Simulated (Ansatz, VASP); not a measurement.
# Two plane-wave programs on La5O

```
La O
1.0
     5.36194    0.00000    0.00000
    -2.68097    4.64357    0.00000
     0.00000    0.00000    6.77820
La O
5 1
Direct
  0.00000 0.00000 0.50000
  0.33333 0.66667 0.77442
  0.66667 0.33333 0.77442
  0.66667 0.33333 0.22558
  0.33333 0.66667 0.22558
  0.00000 0.00000 0.00000
```

Alike in both runs: functional PBE; k mesh 12 × 12 × 6; occupations gaussian, width 0.1 eV; no spin polarisation.

Ansatz relaxed the structure, and its values are those at the end. VASP's run is a single point on that final structure, the one shown.

```csv
,VASP,Ansatz
version,VASP 6.6.1,Ansatz 0.2.0
potentials or method,"VASP PAW PBE potentials, release 64 (La, O), cutoff 520 eV","scalar-relativistic, plane waves, PAW"
valence electrons in the cell,61,61
```

|  | VASP | Ansatz | Ansatz less VASP |
| --- | --- | --- | --- |
| gap on the k mesh at the Fermi level (eV) | none | none | - |
| pressure (GPa) | 0.0 | 0.0 | 0.00 |

A gap of «none» marks a metal or a gap that the smearing closes.

Neither program's run includes spin-orbit coupling.
